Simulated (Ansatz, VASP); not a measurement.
**Two plane-wave programs on MgSe**

```
Mg Se
1.0
     0.00000    2.69586    2.69586
     2.69586    0.00000    2.69586
     2.69586    2.69586    0.00000
Mg Se
1 1
Direct
  0.00000 0.00000 0.00000
  0.50000 0.50000 0.50000
```

Alike in both runs: functional LDA; k mesh 8 × 8 × 8; occupations gaussian, width 0.02 eV; no spin polarisation.

Ansatz relaxed the structure, and its values are those at the end. VASP's run is a single point on that final structure, the one shown.

|  | VASP | Ansatz |
| --- | --- | --- |
| version | VASP 6.6.1 | Ansatz 0.2.0 |
| potentials or method | VASP PAW LDA potentials, release 64 (Mg, Se), cutoff 600 eV | scalar-relativistic, plane waves, PAW |
| valence electrons in the cell | 8 | 26 |

```csv
,VASP,Ansatz,Ansatz less VASP
gap on the k mesh at the Fermi level (eV),1.70,1.72,+0.014
least direct gap on the mesh (eV),2.62,2.60,-0.023
pressure (GPa),-0.3,0.0,+0.31
```

Ansatz warns that its potentials were made for another functional, while VASP's fit it. LDA's correlation is that of Perdew and Zunger in VASP and of Perdew and Wang (1992) in Ansatz. VASP's potentials hold 8 valence electrons a cell and Ansatz's 26, so a difference there can come from the potentials and not from the codes.
